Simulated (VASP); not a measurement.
# NaH (P1) in VASP: further runs

Runs on NaH. Level: PBEsol. Tasks: single point.

All numbers are computed with VASP 6.6.1; they aren't measurements. Logs are shortened: lines on timing, memory, paths and dates and some standing lists are left out, and cuts for length are marked.

### Step 1. The cell of the first run

The typed cell holds 2 atoms: a = 3.417 Å, b = 3.423 Å, c = 3.402 Å, α = 60.61°, β = 60.54°, γ = 61.35°.

### Step 2. Single point, PBEsol

Contents of INCAR:

```
SYSTEM = NaH
ALGO     = Normal         ! electronic algorithm
EDIFF    = 1E-7           ! SCF threshold, eV
ENCUT    = 520            ! plane-wave cutoff, eV
GGA      = PS             ! functional
ISIF     = 2              ! what is computed and relaxed
ISMEAR   = -1             ! smearing method
LASPH    = .TRUE.         ! aspherical terms in the spheres
LCHARG   = .FALSE.        ! write CHGCAR
LREAL    = .FALSE.        ! projectors in reciprocal space
LWAVE    = .FALSE.        ! write WAVECAR
NBANDS   = 11             ! bands
NELM     = 100            ! most SCF steps
PREC     = Accurate       ! precision mode
SIGMA    = 0.05           ! smearing width, eV
```

Contents of KPOINTS:

```
k-points
0
G
  6 6 6
  0 0 0
```

Contents of POSCAR:

```
NaH
1.0
   -0.0361300000      2.4271500000      2.4048100000
    2.4309700000     -0.0404200000      2.4091000000
    2.4051500000      2.4056100000     -0.0146000000
Na H
1 1
Direct
    0.0270256428      0.9796822986      0.0068288270
    0.4921200000      0.5144100000      0.5259600000
```

Potentials or basis: VASP PAW PBE potentials, release 64 (Na_pv, H).

Command:

```console
> cat potpaw_PBE.64/Na_pv/POTCAR potpaw_PBE.64/H/POTCAR > POTCAR
> mpirun -np 1 vasp_std > vasp.out
```

OUTCAR:

```text
SYSTEM = NaH
   EDIFF = 1E-7
   ENCUT = 520
   GGA = PS
   ISIF = 2
   ISMEAR = -1
   LASPH = .TRUE.
   LREAL = .FALSE.
   NELM = 100
   PREC = Accurate

 ion  position               nearest neighbor table
   1  0.027  0.980  0.007-
   2  0.492  0.514  0.526-

  LATTYP: Found a triclinic cell.
 ALAT       =     5.9241943072
 B/A-ratio  =     0.5801850794
 C/A-ratio  =     1.4025568634
 COS(alpha) =     0.0001188402
 COS(beta)  =     0.4673818941
 COS(gamma) =     0.8677348101

  Lattice vectors:

 A1 = (  -4.8464300000,  -2.3840700000,   2.4340100000)
 A2 = (  -2.4412800000,   0.0215400000,   2.4194100000)
 A3 = (  -4.7999900000,  -4.7923400000,  -4.7993100000)

Analysis of symmetry for initial positions (statically):
=====================================================================
 Subroutine PRICEL returns:
 Original cell was already a primitive cell.

 Routine SETGRP: Setting up the symmetry group for a
 triclinic supercell.

 Subroutine GETGRP returns: Found  1 space group operations
 (whereof  1 operations were pure point group operations)
 out of a pool of  2 trial point group operations.

The static configuration has the point symmetry C_1 .

Analysis of symmetry for dynamics (positions and initial velocities):
=====================================================================
 Subroutine PRICEL returns:
 Original cell was already a primitive cell.

 Routine SETGRP: Setting up the symmetry group for a
 triclinic supercell.

 Subroutine GETGRP returns: Found  1 space group operations
 (whereof  1 operations were pure point group operations)
 out of a pool of  2 trial point group operations.

The dynamic configuration has the point symmetry C_1 .

 Subroutine INISYM returns: Found  1 space group operations
 (whereof  1 operations are pure point group operations),
 and found     1 'primitive' translations

----------------------------------------------------------------------------------------

                                     Primitive cell

  volume of cell :      28.6560

  direct lattice vectors                    reciprocal lattice vectors
    -0.036130000  2.427150000  2.404810000    -0.202217862  0.203438341  0.207466910
     2.430970000 -0.040420000  2.409100000     0.203114931 -0.201821309  0.206747781
     2.405150000  2.405610000 -0.014600000     0.207441351  0.207043957 -0.205850726

  length of vectors
     3.416939220  3.422719931  3.401752365     0.354008108  0.353174405  0.358153090

  position of ions in fractional coordinates (direct lattice)
     0.027025643  0.979682299  0.006828827
     0.492120000  0.514410000  0.525960000

  ion indices of the primitive-cell ions
   primitive index   ion index
                 1           1
                 2           2

----------------------------------------------------------------------------------------

 KPOINTS: k-points

Automatic generation of k-mesh.
 Grid dimensions read from file:
 generate k-points for:    6    6    6

 Generating k-lattice:

  Cartesian coordinates                     Fractional coordinates (reciprocal lattice)
    -0.033702977  0.033906390  0.034577818     0.166666667 -0.000000000 -0.000000000
     0.033852488 -0.033636885  0.034457964     0.000000000  0.166666667  0.000000000
     0.034573559  0.034507326 -0.034308454     0.000000000  0.000000000  0.166666667

  Length of vectors
     0.059001351  0.058862401  0.059692182

  Shift w.r.t. Gamma in fractional coordinates (k-lattice)
     0.000000000  0.000000000  0.000000000

 Subroutine IBZKPT returns following result:
 ===========================================

 Found    112 irreducible k-points:

 Following reciprocal coordinates:
            Coordinates               Weight
  0.000000  0.000000  0.000000      1.000000
  0.166667 -0.000000 -0.000000      2.000000
  0.333333 -0.000000 -0.000000      2.000000
  0.500000 -0.000000 -0.000000      1.000000
 -0.000000  0.166667  0.000000      2.000000
  0.166667  0.166667  0.000000      2.000000
[... 16 lines left out ...]
  0.333333 -0.000000  0.166667      2.000000
  0.500000 -0.000000  0.166667      2.000000
 [... further k-points ...]
   k-points           NKPTS =    112   k-points in BZ     NKDIM =    112   number of bands    NBANDS=     11
   number of dos      NEDOS =    301   number of ions     NIONS =      2
   total plane-waves  NPLWV =  21952
   dimension x,y,z NGX =    28 NGY =   28 NGZ =   28
   dimension x,y,z NGXF=    56 NGYF=   56 NGZF=   56
   ions per type =               1   1
   NGX,Y,Z   is equivalent  to a cutoff of  13.62, 13.60, 13.68 a.u.
   NGXF,Y,Z  is equivalent  to a cutoff of  27.25, 27.20, 27.37 a.u.
 SYSTEM =  NaH
   PREC   = accura    normal or accurate (medium, high low for compatibility)
   ISTART =      0    job   : 0-new  1-cont  2-samecut
   ICHARG =      2    charge: 1-file 2-atom 10-const
   ISPIN  =      1    spin polarized calculation?
   LNONCOLLINEAR =      F non collinear calculations
   LSORBIT =      F    spin-orbit coupling
   LASPH  =      T    aspherical Exc in radial PAW
   ENCUT  =  520.0 eV  38.22 Ry    6.18 a.u.   6.35  6.36  6.33*2*pi/ulx,y,z
   NELM   =    100;   NELMIN=  2; NELMDL= -5     # of ELM steps
   EDIFF  = 0.1E-06   stopping-criterion for ELM
   LREAL  =      F    real-space projection
   EDIFFG = 0.1E-05   stopping-criterion for IOM
   NSW    =      0    number of steps for IOM
   IBRION =     -1    ionic relax: 0-MD 1-quasi-New 2-CG
   NFREE  =      0    steps in history (QN), initial steepest desc. (CG)
   ISIF   =      2    stress and relaxation
   ISYM   =      2    0-nonsym 1-usesym 2-fastsym
   POTIM  = 0.5000    time-step for ionic-motion
   TEBEG  =    0.0;   TEEND  =   0.0 temperature during run
   PSTRESS=    0.0 pullay stress
   NELECT =       8.0000    total number of electrons
   NUPDOWN=      -1.0000    fix difference up-down
   EMIN   =  10.00;   EMAX   =-10.00  energy-range for DOS
   EFERMI =   0.00;   METHOD = LEGACY
   ISMEAR =    -1;   SIGMA  =   0.05  broadening in eV -4-tet -1-fermi 0-gaus
   EFERMI_NEDOS =   21; number of points for ismear=-14 and -15
   IALGO  =     38    algorithm
   IMIX   =      4    mixing-type and parameters
     AMIX     =   0.40;   BMIX     =  1.00
     AMIX_MAG =   1.60;   BMIX_MAG =  1.00
  volume/ion in A,a.u.               =      14.33        96.69
  Fermi-wavevector in a.u.,A,eV,Ry     =   1.069956  2.021924 15.576039  1.144807
  Thomas-Fermi vector in A             =   2.205652
   LORBIT       =      0    0 simple, 1 ext, 2 COOP (PROOUT), +10 PAW based schemes
   GGA     = PS    functional components
   LHFCALC =     F    Hartree Fock is set to
   AEXX    =    0.0000 exact exchange contribution
   IVDW    =     0    specifies the selected vdW correction
   LEPSILON=     F    determine dielectric tensor
   LRPA    =     F    only Hartree local field effects (RPA)
 non-spin polarized calculation
  energy-cutoff  :      520.00
  volume of cell :       28.66
 maximum number of plane-waves:       785
 NGX is ok and might be reduce to    28
   NGX = 13   NGY = 13   NGZ = 13

 number of electron       8.0000000 magnetization

 Free energy of the ion-electron system (eV)
  ---------------------------------------------------
  ext. energy  EPLUGINS =         0.00000000
  ---------------------------------------------------
  free energy    TOTEN  =        -5.07371143 eV

  energy without entropy =       -5.07371143  energy(sigma->0) =       -5.07371143

 E-fermi :  -0.1162     XC(G=0):  -7.8333

 val. band max:       -1.1697363367   @ k =   0.5000  -0.3333   0.1667
 cond. band min:       2.3095310683   @ k =  -0.0000   0.5000   0.0000
 fundamental gap:      3.4792674049
 Fermi energy:        -0.1161509319

 k-point     1 :       0.0000    0.0000    0.0000
  band No.  band energies     occupation
      1     -23.1663      2.00000
      2     -23.1635      2.00000
      3     -23.1625      2.00000
      4      -4.8189      2.00000
      5       9.0881      0.00000
      6      13.7924      0.00000
      7      14.0644      0.00000
      8      14.4335      0.00000
      9      14.9061      0.00000
     10      15.0368      0.00000
     11      15.3587      0.00000

 k-point     2 :       0.1667   -0.0000   -0.0000
  band No.  band energies     occupation
      1     -23.1863      2.00000
      2     -23.1690      2.00000
      3     -23.1650      2.00000
      4      -4.3538      2.00000
      5       7.4523      0.00000
      6      10.8945      0.00000
      7      13.0107      0.00000
      8      13.3609      0.00000
      9      16.0964      0.00000
     10      16.3671      0.00000
     11      16.7125      0.00000

 k-point     3 :       0.3333   -0.0000   -0.0000
  band No.  band energies     occupation
      1     -23.2311      2.00000
      2     -23.1749      2.00000
      3     -23.1694      2.00000
      4      -3.1064      2.00000
      5       4.1533      0.00000
      6       9.7383      0.00000
      7      12.2609      0.00000
      8      12.4952      0.00000
      9      15.4751      0.00000
     10      15.5521      0.00000
     11      17.6115      0.00000

 k-point     4 :       0.5000   -0.0000   -0.0000
  band No.  band energies     occupation
      1     -23.2533      2.00000
      2     -23.1778      2.00000
      3     -23.1716      2.00000
      4      -2.0767      2.00000
      5       2.3304      0.00000
      6       9.4528      0.00000
      7      12.0236      0.00000
      8      12.2086      0.00000
      9      14.9490      0.00000
     10      15.0622      0.00000
     11      17.4843      0.00000
[... 239 lines left out ...]
 k-point    22 :       0.1667   -0.0000    0.1667
  band No.  band energies     occupation
      1     -23.1882      2.00000
      2     -23.1714      2.00000
      3     -23.1703      2.00000
      4      -4.1991      2.00000
      5       7.4838      0.00000
      6      11.2115      0.00000
      7      11.6048      0.00000
      8      11.7826      0.00000
      9      15.0813      0.00000
     10      16.9575      0.00000
     11      18.8205      0.00000

 k-point    23 :       0.3333   -0.0000    0.1667
  band No.  band energies     occupation
      1     -23.2181      2.00000
      2     -23.1806      2.00000
      3     -23.1761      2.00000
      4      -3.2254      2.00000
      5       5.2849      0.00000
      6       8.5245      0.00000
      7      10.8907      0.00000
      8      12.6359      0.00000
      9      14.5331      0.00000
     10      17.2036      0.00000
     11      18.6144      0.00000

 k-point    24 :       0.5000   -0.0000    0.1667
  band No.  band energies     occupation
      1     -23.2430      2.00000
      2     -23.1902      2.00000
      3     -23.1778      2.00000
      4      -1.9773      2.00000
      5       3.0133      0.00000
      6       7.3863      0.00000
      7      10.9168      0.00000
      8      12.1081      0.00000
      9      15.4949      0.00000
     10      17.1863      0.00000
     11      19.1512      0.00000

 [... further k-points ...]
[... 5 lines left out ...]
  --------------------------------------------------------------------------------------
  -------------------------------------------------------------------------------------
  Total       -0.0916612     -0.1781019     -0.1432063      0.1015594      0.0294305      0.0149228
  in kB       -5.1248351     -9.9577896     -8.0067514      5.6782466      1.6454784      0.8343413
  external PRESSURE =      -7.6964587 kB  Pullay stress =       0.0000000 kB

 VOLUME and BASIS-vectors are now :
 -----------------------------------------------------------------------------
  energy-cutoff  :      520.00
  volume of cell :       28.66
      direct lattice vectors                 reciprocal lattice vectors
    -0.036130000  2.427150000  2.404810000    -0.202217862  0.203438341  0.207466910
     2.430970000 -0.040420000  2.409100000     0.203114931 -0.201821309  0.206747781
     2.405150000  2.405610000 -0.014600000     0.207441351  0.207043957 -0.205850726

 POSITION                                       TOTAL-FORCE (eV/Angst)
 -----------------------------------------------------------------------------------
      2.39703      0.04242      2.42504         0.110876     -0.031468     -0.000708
      2.49775      2.43891      2.41504        -0.110876      0.031468      0.000708
 -----------------------------------------------------------------------------------
    total drift:                               -0.000121     -0.000179     -0.000093

  FREE ENERGIE OF THE ION-ELECTRON SYSTEM (eV)
  ---------------------------------------------------
  free  energy   TOTEN  =        -5.0737114280 eV

  energy  without entropy=       -5.0737114280  energy(sigma->0) =       -5.07371143
```

Wall time 58 s (1 thread of AMD EPYC 7R13, shared host); peak memory 0.14 GiB.

What came out:

* Free energy: -5.0737 eV
* Pressure: -0.8 GPa
* Largest force: 0.115 eV/Å
* Band gap on the k mesh: 3.48 eV (least direct gap 4.40 eV)

Forces on the atoms (eV/Å):
```
Na   0.111 -0.031 -0.001
H   -0.111  0.031  0.001
```

Caveat: the PAW data sets were made with another functional, which shifts forces and pressure a little.

### Step 3. Single point, PBEsol

Contents of INCAR:

```
SYSTEM = NaH
PREC = Accurate ; ENCUT = 520
EDIFF = 1E-6 ; ISMEAR = -1
SIGMA = 0.05 ; LREAL = .False.
LASPH = .True. ; NELM = 60
ALGO = Normal ; ISIF = 2
LWAVE = .False. ; LCHARG = .True.
GGA = PS ; LELF = .True.
LVHAR = .True. ; NBANDS = 11
```

Contents of KPOINTS:

```
Automatic mesh
0
Gamma
  6 6 6
  0 0 0
```

Changes to POSCAR since step 2:

```diff
@@ -8,3 +8,3 @@
 Direct
-    0.0270256428      0.9796822986      0.0068288270
+    0.0351143572      0.9715577014     -0.0014688270
     0.4921200000      0.5144100000      0.5259600000
```

Potentials or basis: VASP PAW PBE potentials, release 64 (Na_pv, H).

Command:

```console
> cat potpaw_PBE.64/Na_pv/POTCAR potpaw_PBE.64/H/POTCAR > POTCAR
> mpirun -np 1 vasp_std > vasp.out
```

Run time: 56 s. Hardware: 1 thread of AMD EPYC 7R13, shared host; peak memory 0.14 GiB.

Results (log left out):

| Quantity | Value |
| --- | --- |
| Free energy | -5.0685 eV |
| Pressure | -0.7 GPa |
| Largest force | 0.154 eV/Å |
| Band gap on the k mesh | 3.48 eV (least direct gap 4.40 eV) |

Forces in eV/Å, atoms in the order of the input:
```
Na   0.151 -0.031 -0.001
H   -0.151  0.031  0.001
```

Stress tensor (GPa, compression positive):
```
-0.18  0.57  0.08
 0.57 -1.04  0.16
 0.08  0.16 -0.85
```

Levels at points of the mesh, in eV from the valence-band top:
```tsv
k point	band 2	band 3	band 4	band 5	band 6	band 7
(0.00, 0.00, 0.00)	-21.99	-21.99	-3.65	10.23	14.94	15.20
(0.50, 0.00, 0.00)	-22.01	-22.00	-0.91	3.50	10.61	13.20
(0.00, 0.50, 0.00)	-22.01	-22.00	-0.92	3.48	10.64	13.28
(0.50, 0.50, 0.00)	-22.03	-22.02	-0.12	4.48	9.59	9.96
(0.00, 0.00, 0.50)	-22.00	-22.00	-0.83	3.61	10.45	12.99
(0.50, 0.00, 0.50)	-22.02	-22.02	-0.16	4.38	9.71	10.28
(0.00, 0.50, 0.50)	-22.02	-22.02	-0.17	4.41	9.77	10.37
(0.50, 0.50, 0.50)	-22.00	-22.00	-0.78	3.68	10.37	12.92
```

Caveat: the PAW data sets were made with another functional, which shifts forces and pressure a little. A k mesh can miss the band edges.

### Step 4. Single point, PBEsol

This run uses another cell than the first one, of 14.40 Å³/atom.

Contents of INCAR:

```
PREC = Accurate
ENCUT = 520
EDIFF = 1E-7
ISMEAR = -1
SIGMA = 0.05
LREAL = F
LASPH = T
NELM = 60
ALGO = Normal
ISIF = 2
LWAVE = F
LCHARG = F
GGA = PS
NBANDS = 11
```

Contents of KPOINTS:

```
regular mesh
0
Gamma
  6 6 6
```

Contents of POSCAR:

```
NaH
1.0
   -0.0361901166      2.4311885266      2.4088113551
    2.4350148827     -0.0404872547      2.4131084932
    2.4091519209      2.4096126863     -0.0146242929
Na H
1 1
Direct
    0.0310700000      0.9756200000      0.0026800000
    0.4921200000      0.5144100000      0.5259600000
```

Command:

```console
> cat potpaw_PBE.64/Na_pv/POTCAR potpaw_PBE.64/H/POTCAR > POTCAR
> mpirun -np 1 vasp_std > vasp.out
```

Run time: 59 s. Hardware: 1 thread of AMD EPYC 7R13, shared host; peak memory 0.14 GiB.

Results (log left out):

```
Free energy            : -5.0707 eV
Pressure               : -0.8 GPa
Largest force          : 0.132 eV/Å
Band gap on the k mesh : 3.47 eV (least direct gap 4.39 eV)
```

Forces in eV/Å, atoms in the order of the input:
```
Na   0.128 -0.030 -0.001
H   -0.128  0.030  0.001
```

Stress tensor (GPa, compression positive):
```
-0.46  0.57  0.08
 0.57 -1.11  0.16
 0.08  0.16 -0.92
```

Levels at points of the mesh, in eV from the valence-band top:
```
           k point  band 2  band 3  band 4  band 5  band 6  band 7
(0.00, 0.00, 0.00)  -22.00  -22.00   -3.64   10.20   14.92   15.18
(0.50, 0.00, 0.00)  -22.02  -22.01   -0.90    3.49   10.58   13.16
(0.00, 0.50, 0.00)  -22.02  -22.01   -0.92    3.47   10.61   13.24
(0.50, 0.50, 0.00)  -22.04  -22.03   -0.12    4.47    9.59    9.95
(0.00, 0.00, 0.50)  -22.01  -22.01   -0.83    3.60   10.42   12.94
(0.50, 0.00, 0.50)  -22.03  -22.03   -0.16    4.37    9.71   10.28
(0.00, 0.50, 0.50)  -22.03  -22.03   -0.17    4.39    9.75   10.34
(0.50, 0.50, 0.50)  -22.01  -22.01   -0.78    3.67   10.35   12.88
```

Caveat: the PAW data sets were made with another functional, which shifts forces and pressure a little.

### Step 5. Summary

```tsv
cell	gap on the mesh (eV)	pressure (GPa)	largest force (eV/Å)
a = 3.417, b = 3.423, c = 3.402 Å, angles 60.6, 60.5, 61.3°, 2 atoms, atomic positions A	3.48	-0.8	0.12
a = 3.417, b = 3.423, c = 3.402 Å, angles 60.6, 60.5, 61.3°, 2 atoms, atomic positions B	3.48	-0.7	0.15
a = 3.423, b = 3.428, c = 3.407 Å, angles 60.6, 60.5, 61.3°, 2 atoms, atomic positions C	3.47	-0.8	0.13
```

Alike in all rows: task single point; level PBEsol; potentials or basis VASP PAW PBE potentials, release 64 (Na_pv, H); no spin polarisation; k mesh 6 × 6 × 6; cutoff (eV) 520; smearing fermi-dirac 0.05 eV.

Caveats: the PAW data sets were made with another functional, which shifts forces and pressure a little.

Absolute energies hang on the potentials; compare differences alone.
